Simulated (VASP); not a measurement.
Crystal: Cr.

```xyz
2
Lattice="-2.3090 2.3090 1.2596 2.3090 -2.3090 1.2596 2.3090 2.3090 -1.2596" Properties=species:S:1:pos:R:3 pbc="T T T"
Cr    0.0000    0.0000    0.0000
Cr    0.0000    2.3090    0.6298
```

| Item | Value |
| --- | --- |
| Program | VASP 6.6.1 |
| Task | relaxation of cell and atoms |
| Functional | r2SCAN |
| Potentials or basis | VASP PAW PBE potentials, release 64 (Cr_pv) |
| Cutoff | 600 eV |
| k mesh | 8 × 8 × 8 |
| Occupations | gaussian, width 0.1 eV |
| Spin | no spin polarisation |

At the start: pressure -18.5 GPa; volume 13.43 Å³/atom.

Problem. Where does the relaxation end?

Solution. Over 5 steps the energy falls by 83.5 meV/atom and the volume is 12.11 Å³/atom (-9.9 %); space group I4_1/amd (No. 141, to 0.05 Å).

The path:
```tsv
step	energy change (eV)	largest force (eV/Å)	pressure (GPa)	volume (Å³)
1	0.0000	0.0000	-18.51	26.86
2	0.1494	0.0000	38.18	21.27
3	-0.1665	0.0000	-1.06	24.31
4	-0.1667	0.0000	0.21	24.21
5	-0.1670	0.0000	0.21	24.21
```

Final structure:
```cif
data_structure
_symmetry_space_group_name_H-M 'P 1'
_symmetry_Int_Tables_number 1
_cell_length_a 3.3769
_cell_length_b 3.3769
_cell_length_c 3.3769
_cell_angle_alpha 97.515
_cell_angle_beta 97.515
_cell_angle_gamma 137.598
_cell_volume 24.21
loop_
_atom_site_label
_atom_site_type_symbol
_atom_site_fract_x
_atom_site_fract_y
_atom_site_fract_z
_atom_site_occupancy
Cr1 Cr 0.00000 0.00000 0.00000 1
Cr2 Cr 0.75000 0.25000 0.50000 1
```

Caveat: the PAW data sets were made with another functional, which shifts forces and pressure a little; the run has no spin polarisation, though such a crystal can be magnetic.
